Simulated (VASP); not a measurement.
Set up this calculation in VASP 6.6.1, as the native input.

```yaml
Task: single point
Functional: PBEsol
Potentials_or_basis: VASP PAW PBE potentials, release 64 (Tl_d)
Cutoff: 520 eV
k_mesh: 16 × 16 × 16
Occupations: gaussian, width 0.15 eV
Spin: no spin polarisation
Dipole_correction: no
Further_INCAR_settings: ALGO = Normal; EDIFF = 1e-06; NBANDS = 12
```

The structure of Tl lies in POSCAR:

```
Tl
1.0
    0.0000000000      2.4209731547      2.2878196312
    2.4209731547      0.0000000000      2.2878196312
    2.4209731547      2.4209731547      0.0000000000
Tl
1
Direct
    0.0000000000      0.0000000000      0.0000000000
```

This cell differs from its parent crystal: engineering shear strain xz +0.0000, normal strain along z -0.0550.

These files were run (other wordings do the same):

INCAR

```
SYSTEM = Tl
ALGO = Normal
EDIFF = 1E-6
ENCUT = 520
GGA = PS
ISIF = 2
ISMEAR = 0
LASPH = .TRUE.
LCHARG = .FALSE.
LREAL = .FALSE.
LWAVE = .FALSE.
NBANDS = 12
NELM = 60
PREC = Accurate
SIGMA = 0.15
```

KPOINTS

```
k-points
0
G
  16 16 16
  0 0 0
```

Potentials or basis: VASP PAW PBE potentials, release 64 (Tl_d).

The run is started by

```console
$ cat potpaw_PBE.64/Tl_d/POTCAR > POTCAR
$ mpirun -np 1 vasp_std > vasp.out
```

Results of the run:

```yaml
Pressure: 2.3 GPa
Band_gap_on_the_k_mesh: zero (an odd number of electrons rules out a gap without spin polarisation)
```

Caveat: the cell differs from its parent crystal (engineering shear strain xz +0.0000, normal strain along z -0.0550); the PAW data sets were made with another functional, which shifts forces and pressure a little; spin-orbit coupling is left out, which moves the levels of the heavy elements.

Wall time 70 s on 1 thread of Oxide Virtual Turin-like Processor, on a shared host, peak memory 0.2 GiB.
